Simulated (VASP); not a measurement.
# Ni (Im-3m) in VASP: further runs

Ni is run at these levels: PBEsol; tasks: single point, relaxation of cell and atoms.

All numbers are computed with VASP 6.6.1; they aren't measurements. Logs are shortened: lines on timing, memory, paths and dates and some standing lists are left out, and cuts for length are marked.

## 1. The cell of the first run

Symmetry: Im-3m, No. 229, cubic system. The conventional cell has a = 2.767 Å, b = 2.767 Å, c = 2.767 Å, α = 90.00°, β = 90.00°, γ = 90.00°. Within 3.2 Å of Ni (site symmetry m-3m) lie 14 Ni at 2.40 to 2.77 Å.

This isn't the form of Ni at room conditions, which is fcc.

## 2. Single point, PBEsol, collinear spin, ferromagnetic start

INCAR

```
  PREC = Accurate
  ENCUT = 520
  EDIFF = 1E-7
  ISMEAR = 0
  SIGMA = 0.1
  LREAL = False
  LASPH = True
  NELM = 150
  ALGO = Normal
  ISIF = 2
  LWAVE = False
  LCHARG = True
  ISPIN = 2
  MAGMOM = 2
  LORBIT = 11
  LMAXMIX = 4
  GGA = PS
  LELF = True
  LVHAR = True
  NBANDS = 15
```

KPOINTS

```
regular mesh
0
Gamma
  10 10 10
```

POSCAR

```
Ni
1.0
   -1.3837154700      1.3837154700      1.3837154700
    1.3837154700     -1.3837154700      1.3837154700
    1.3837154700      1.3837154700     -1.3837154700
Ni
1
Direct
    0.0000000000      0.0000000000      0.0000000000
```

Potentials or basis: VASP PAW PBE potentials, release 64 (Ni).

Launch:

```bash
cat potpaw_PBE.64/Ni/POTCAR > POTCAR
mpirun -np 1 vasp_std > vasp.out
```

OUTCAR:

```text
PREC = Accurate
   ENCUT = 520
   EDIFF = 1E-7
   ISMEAR = 0
   LREAL = False
   LASPH = True
   NELM = 150
   ISIF = 2
   ISPIN = 2
   LORBIT = 11
   GGA = PS

 ion  position               nearest neighbor table
   1  0.000  0.000  0.000-

  LATTYP: Found a body centered cubic cell.
 ALAT       =     2.7674309400

  Lattice vectors:

 A1 = (  -1.3837154700,   1.3837154700,   1.3837154700)
 A2 = (   1.3837154700,  -1.3837154700,   1.3837154700)
 A3 = (   1.3837154700,   1.3837154700,  -1.3837154700)

Analysis of symmetry for initial positions (statically):
=====================================================================
 Subroutine PRICEL returns:
 Original cell was already a primitive cell.

 Routine SETGRP: Setting up the symmetry group for a
 body centered cubic supercell.

 Subroutine GETGRP returns: Found 48 space group operations
 (whereof 48 operations were pure point group operations)
 out of a pool of 48 trial point group operations.

The static configuration has the point symmetry O_h .

Analysis of symmetry for dynamics (positions and initial velocities):
=====================================================================
 Subroutine PRICEL returns:
 Original cell was already a primitive cell.

 Routine SETGRP: Setting up the symmetry group for a
 body centered cubic supercell.

 Subroutine GETGRP returns: Found 48 space group operations
 (whereof 48 operations were pure point group operations)
 out of a pool of 48 trial point group operations.

The dynamic configuration has the point symmetry O_h .

Analysis of structural, dynamic, and magnetic symmetry:
=====================================================================
 Subroutine PRICEL returns:
 Original cell was already a primitive cell.

 Routine SETGRP: Setting up the symmetry group for a
 body centered cubic supercell.

 Subroutine GETGRP returns: Found 48 space group operations
 (whereof 48 operations were pure point group operations)
 out of a pool of 48 trial point group operations.

The overall configuration has the point symmetry O_h .

 Subroutine INISYM returns: Found 48 space group operations
 (whereof 48 operations are pure point group operations),
 and found     1 'primitive' translations

----------------------------------------------------------------------------------------

                                     Primitive cell

  volume of cell :      10.5974

  direct lattice vectors                    reciprocal lattice vectors
    -1.383715470  1.383715470  1.383715470     0.000000000  0.361345964  0.361345964
     1.383715470 -1.383715470  1.383715470     0.361345964  0.000000000  0.361345964
     1.383715470  1.383715470 -1.383715470     0.361345964  0.361345964  0.000000000

  length of vectors
     2.396665497  2.396665497  2.396665497     0.511020363  0.511020363  0.511020363

  position of ions in fractional coordinates (direct lattice)
     0.000000000  0.000000000  0.000000000

  ion indices of the primitive-cell ions
   primitive index   ion index
                 1           1

----------------------------------------------------------------------------------------

 KPOINTS: regular mesh

Automatic generation of k-mesh.
 Grid dimensions read from file:
 generate k-points for:   10   10   10

 Generating k-lattice:

  Cartesian coordinates                     Fractional coordinates (reciprocal lattice)
     0.000000000  0.036134596  0.036134596     0.100000000  0.000000000  0.000000000
     0.036134596  0.000000000  0.036134596     0.000000000  0.100000000  0.000000000
     0.036134596  0.036134596  0.000000000     0.000000000  0.000000000  0.100000000

  Length of vectors
     0.051102036  0.051102036  0.051102036

  Shift w.r.t. Gamma in fractional coordinates (k-lattice)
     0.000000000  0.000000000  0.000000000

 Subroutine IBZKPT returns following result:
 ===========================================

 Found     47 irreducible k-points:

 Following reciprocal coordinates:
            Coordinates               Weight
  0.000000  0.000000  0.000000      1.000000
  0.100000  0.000000  0.000000     12.000000
  0.200000  0.000000  0.000000     12.000000
  0.300000  0.000000  0.000000     12.000000
  0.400000  0.000000  0.000000     12.000000
  0.500000  0.000000  0.000000      6.000000
[... 16 lines left out ...]
  0.300000  0.300000  0.100000      8.000000
 -0.300000  0.300000  0.100000     24.000000
 [... further k-points ...]
   k-points           NKPTS =     47   k-points in BZ     NKDIM =     47   number of bands    NBANDS=     15
   number of dos      NEDOS =    301   number of ions     NIONS =      1
   total plane-waves  NPLWV =   5832
   dimension x,y,z NGX =    18 NGY =   18 NGZ =   18
   dimension x,y,z NGXF=    36 NGYF=   36 NGZF=   36
   ions per type =               1
   NGX,Y,Z   is equivalent  to a cutoff of  12.49, 12.49, 12.49 a.u.
   NGXF,Y,Z  is equivalent  to a cutoff of  24.97, 24.97, 24.97 a.u.
 SYSTEM =  unknown system
   PREC   = accura    normal or accurate (medium, high low for compatibility)
   ISTART =      0    job   : 0-new  1-cont  2-samecut
   ICHARG =      2    charge: 1-file 2-atom 10-const
   ISPIN  =      2    spin polarized calculation?
   LNONCOLLINEAR =      F non collinear calculations
   LSORBIT =      F    spin-orbit coupling
   LASPH  =      T    aspherical Exc in radial PAW
   ENCUT  =  520.0 eV  38.22 Ry    6.18 a.u.   4.46  4.46  4.46*2*pi/ulx,y,z
   NELM   =    150;   NELMIN=  2; NELMDL= -5     # of ELM steps
   EDIFF  = 0.1E-06   stopping-criterion for ELM
   LREAL  =      F    real-space projection
   EDIFFG = 0.1E-05   stopping-criterion for IOM
   NSW    =      0    number of steps for IOM
   IBRION =     -1    ionic relax: 0-MD 1-quasi-New 2-CG
   NFREE  =      0    steps in history (QN), initial steepest desc. (CG)
   ISIF   =      2    stress and relaxation
   ISYM   =      2    0-nonsym 1-usesym 2-fastsym
   POTIM  = 0.5000    time-step for ionic-motion
   TEBEG  =    0.0;   TEEND  =   0.0 temperature during run
   PSTRESS=    0.0 pullay stress
   NELECT =      10.0000    total number of electrons
   NUPDOWN=      -1.0000    fix difference up-down
   EMIN   =  10.00;   EMAX   =-10.00  energy-range for DOS
   EFERMI =   0.00;   METHOD = LEGACY
   ISMEAR =     0;   SIGMA  =   0.10  broadening in eV -4-tet -1-fermi 0-gaus
   EFERMI_NEDOS =   21; number of points for ismear=-14 and -15
   IALGO  =     38    algorithm
   IMIX   =      4    mixing-type and parameters
     AMIX     =   0.40;   BMIX     =  1.00
     AMIX_MAG =   1.60;   BMIX_MAG =  1.00
  volume/ion in A,a.u.               =      10.60        71.51
  Fermi-wavevector in a.u.,A,eV,Ry     =   1.605738  3.034405 35.081190  2.578395
  Thomas-Fermi vector in A             =   2.702037
   LORBIT       =     11    0 simple, 1 ext, 2 COOP (PROOUT), +10 PAW based schemes
   GGA     = PS    functional components
   LHFCALC =     F    Hartree Fock is set to
   AEXX    =    0.0000 exact exchange contribution
   IVDW    =     0    specifies the selected vdW correction
   LEPSILON=     F    determine dielectric tensor
   LRPA    =     F    only Hartree local field effects (RPA)
 spin polarized calculation
 Gauss-broadening in eV      SIGMA  =   0.10
  energy-cutoff  :      520.00
  volume of cell :       10.60
 maximum number of plane-waves:       321
 NGX is ok and might be reduce to    18

 number of electron      10.0000004 magnetization       0.3938086

 Free energy of the ion-electron system (eV)
  ---------------------------------------------------
  ext. energy  EPLUGINS =         0.00000000
  ---------------------------------------------------
  free energy    TOTEN  =        -6.03323055 eV

  energy without entropy =       -6.02292182  energy(sigma->0) =       -6.02807618

 E-fermi :   9.4064     XC(G=0): -13.5855

 val. band max:        9.3978261747   @ k =  -0.3000   0.4000   0.2000
 cond. band min:       9.4077053185   @ k =   0.5000   0.5000   0.4000
 fundamental gap:      0.0098791438
 Fermi energy:         9.4064064006

 spin component 1

 k-point     1 :       0.0000    0.0000    0.0000
  band No.  band energies     occupation
      1       0.3231      1.00000
      2       7.1762      1.00000
      3       7.1762      1.00000
      4       7.1762      1.00000
      5       8.6411      1.00000
      6       8.6411      1.00000
      7      36.1349      0.00000
      8      36.1349      0.00000
      9      36.1349      0.00000
     10      41.2080      0.00000
     11      41.2081      0.00000
     12      42.4511      0.00000
     13      42.4511      0.00000
     14      42.4511      0.00000
     15      43.0919      0.00000
[... 397 lines left out ...]
 k-point    24 :      -0.3000    0.3000    0.1000
  band No.  band energies     occupation
      1       3.8581      1.00000
      2       6.7347      1.00000
      3       7.0478      1.00000
      4       8.1607      1.00000
      5       8.5818      1.00000
      6       9.0446      1.00000
      7      23.1729      0.00000
      8      29.7141      0.00000
      9      29.9201      0.00000
     10      36.7836      0.00000
     11      37.3683      0.00000
     12      40.2453      0.00000
     13      50.4104      0.00000
     14      50.6260      0.00000
     15      53.8530      0.00000

 [... further k-points ...]

 spin component 2

 k-point     1 :       0.0000    0.0000    0.0000
  band No.  band energies     occupation
      1       0.3184      1.00000
      2       7.6517      1.00000
      3       7.6517      1.00000
      4       7.6517      1.00000
      5       8.9886      1.00000
      6       8.9886      1.00000
      7      36.0752      0.00000
      8      36.0752      0.00000
      9      36.0752      0.00000
     10      41.1686      0.00000
     11      41.1686      0.00000
     12      42.5718      0.00000
     13      42.5718      0.00000
     14      42.5718      0.00000
     15      43.2039      0.00000
[... 397 lines left out ...]
 k-point    24 :      -0.3000    0.3000    0.1000
  band No.  band energies     occupation
      1       3.9064      1.00000
      2       7.1840      1.00000
      3       7.3714      1.00000
      4       8.5599      1.00000
      5       9.0950      0.99999
      6       9.3825      0.63255
      7      23.2805      0.00000
      8      29.8122      0.00000
      9      29.9131      0.00000
     10      36.8138      0.00000
     11      37.4349      0.00000
     12      40.2852      0.00000
     13      50.4295      0.00000
     14      50.6596      0.00000
     15      54.1879      0.00000

 [... further k-points ...]

------------------------ aborting loop because EDIFF is reached ----------------------------------------

  FORCE on cell =-STRESS in cart. coord.  units (eV):
  Direction    XX          YY          ZZ          XY          YZ          ZX
  --------------------------------------------------------------------------------------
  -------------------------------------------------------------------------------------
  Total       -0.2223108     -0.2223108     -0.2223108      0.0000000     -0.0000000      0.0000000
  in kB      -33.6101808    -33.6101808    -33.6101808      0.0000000     -0.0000000      0.0000000
  external PRESSURE =     -33.6101808 kB  Pullay stress =       0.0000000 kB

 VOLUME and BASIS-vectors are now :
 -----------------------------------------------------------------------------
  energy-cutoff  :      520.00
  volume of cell :       10.60
      direct lattice vectors                 reciprocal lattice vectors
    -1.383715470  1.383715470  1.383715470     0.000000000  0.361345964  0.361345964
     1.383715470 -1.383715470  1.383715470     0.361345964  0.000000000  0.361345964
     1.383715470  1.383715470 -1.383715470     0.361345964  0.361345964  0.000000000

 POSITION                                       TOTAL-FORCE (eV/Angst)
 -----------------------------------------------------------------------------------
      0.00000      0.00000      0.00000        -0.000000      0.000000      0.000000
 -----------------------------------------------------------------------------------
    total drift:                                0.000000      0.000000     -0.000000

  FREE ENERGIE OF THE ION-ELECTRON SYSTEM (eV)
  ---------------------------------------------------
  free  energy   TOTEN  =        -6.0332305467 eV

  energy  without entropy=       -6.0229218199  energy(sigma->0) =       -6.02807618

 total charge

# of ion       s       p       d       tot
------------------------------------------
    1        0.504   0.514   8.349   9.367

 magnetization (x)

# of ion       s       p       d       tot
------------------------------------------
    1       -0.005  -0.014   0.417   0.398
```

Run time: 28 s. Hardware: 1 thread of Intel Xeon Platinum 8259CL at 2.50GHz (Skylake/Cascade Lake), shared host; peak memory 0.13 GiB.

What came out:

| Property | Result |
| --- | --- |
| Free energy | -6.0332 eV |
| Pressure | -3.4 GPa |
| Net moment | 0.39 μB per cell |
| Site moments | Ni +0.40 μB |
| Valence electrons inside the program's atomic spheres | Ni 9.37 |

Caveat: the cell stands under tension; the PAW data sets were made with another functional, which shifts forces and pressure a little.

## 3. Single point, PBEsol, collinear spin, ferromagnetic start

This run uses another cell than the first one: it holds 2 atoms, not 1.

INCAR

```
PREC = Accurate
ENCUT = 520
EDIFF = 1E-6
ISMEAR = 0
SIGMA = 0.15
LREAL = False
LASPH = True
NELM = 150
ALGO = Normal
ISIF = 2
LWAVE = False
LCHARG = True
ISPIN = 2
MAGMOM = 0.6 0.6
LORBIT = 11
LMAXMIX = 4
GGA = PS
LELF = True
LVHAR = True
NBANDS = 21
```

KPOINTS

```
Automatic mesh
0
Gamma
  12 12 12
```

POSCAR

```
Ni
1.0
    0.0000000000     -2.7550755617      0.0000000000
   -2.7550755617      0.0000000000      0.0000000000
    0.0000000000      0.0000000000     -2.7550755617
Ni
2
Direct
    0.5000000000      0.5000000000      0.5000000000
    0.0000000000      0.0000000000      0.0000000000
```

Potentials or basis: VASP PAW PBE potentials, release 64 (Ni).

Launch:

```bash
cat potpaw_PBE.64/Ni/POTCAR > POTCAR
mpirun -np 1 vasp_std > vasp.out
```

Wall time 51 s (1 thread of Intel Xeon Platinum 8259CL at 2.50GHz (Skylake/Cascade Lake), shared host); peak memory 0.16 GiB.

The run converged. Its results:

```yaml
Free_energy: -12.0881 eV
Pressure: -0.1 GPa
Net_moment: 0.98 μB per cell
Site_moments: Ni +0.50 μB
Valence_electrons_inside_the_program's_atomic_spheres: Ni 9.39
```

Levels at points of the mesh, in eV from the Fermi level:
Spin up:
```csv
k point,band 8,band 9,band 10,band 11,band 12,band 13
"(0.00, 0.00, 0.00)",-0.86,-0.19,-0.19,-0.19,9.98,9.98
"(0.50, 0.00, 0.00)",-1.95,-1.28,-1.28,0.16,0.16,17.29
"(0.50, 0.50, 0.00)",-0.69,0.05,0.05,0.19,0.19,6.80
"(0.50, 0.50, 0.50)",-0.66,-0.66,-0.66,8.43,8.43,8.43
```
Spin down:
| k point | band 7 | band 8 | band 9 | band 10 | band 11 | band 12 | band 13 | band 14 |
| --- | --- | --- | --- | --- | --- | --- | --- | --- |
| (0.00, 0.00, 0.00) | -0.41 | -0.41 | 0.47 | 0.47 | 0.47 | 10.02 | 10.02 | 10.02 |
| (0.50, 0.00, 0.00) | -1.39 | -1.39 | -0.66 | -0.66 | 0.55 | 0.55 | 17.43 | 17.43 |
| (0.50, 0.50, 0.00) | -0.23 | -0.23 | 0.18 | 0.18 | 0.71 | 0.71 | 7.11 | 7.11 |
| (0.50, 0.50, 0.50) | -0.20 | -0.20 | -0.20 | -0.20 | 8.64 | 8.64 | 8.64 | 8.64 |

Caveat: the PAW data sets were made with another functional, which shifts forces and pressure a little.

(Part 1 of 2 ends here.)
